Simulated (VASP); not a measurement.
The system is K2Sm.

```
K Sm
1.0
     0.00000    4.57262    4.57262
     4.57262    0.00000    4.57262
     4.57262    4.57262    0.00000
K Sm
4 2
Cartesian
  1.1432 1.1432 1.1432
  1.1432 3.4295 3.4295
  3.4295 3.4295 1.1432
  3.4295 1.1432 3.4295
  4.5726 4.5726 4.5726
  6.8589 6.8589 6.8589
```

The cell was generated, and may not be a known phase.

| Quantity | Value |
| --- | --- |
| Program | VASP 6.6.1 |
| Task | relaxation of cell and atoms |
| Functional | PBE |
| Potentials or basis | VASP PAW PBE potentials, release 64 (K_sv, Sm_3), 4f in core |
| Cutoff | 500 eV |
| k mesh | 4 × 4 × 4 |
| Occupations | gaussian, width 0.1 eV |
| Spin | no spin polarisation |

At the start: pressure 9.1 GPa; volume 31.87 Å³/atom.

Q: Where does the relaxation end?

A: Over 4 steps the energy falls by 356.3 meV/atom and the volume is 48.55 Å³/atom (+52.3 %); space group Fd-3m (No. 227, to 0.1 Å) before and after.

The path:
```csv
step,energy change (eV),largest force (eV/Å),pressure (GPa),volume (Å³)
1,0.0000,0.0000,9.14,191.22
2,-1.8176,0.0000,2.48,246.08
3,-2.1148,0.0000,0.55,279.37
4,-2.1376,0.0000,0.07,291.31
```

Final structure:
```xyz
6
Lattice="0.0000 5.2615 5.2615 5.2615 0.0000 5.2615 5.2615 5.2615 0.0000" Properties=species:S:1:pos:R:3 pbc="T T T"
K     1.3154    1.3154    1.3154
K     1.3154    3.9461    3.9461
K     3.9461    3.9461    1.3154
K     3.9461    1.3154    3.9461
Sm    5.2615    5.2615    5.2615
Sm    7.8922    7.8922    7.8922
```

Caveat: the volume moved by over 15 % at a fixed basis, so the end points are rough.
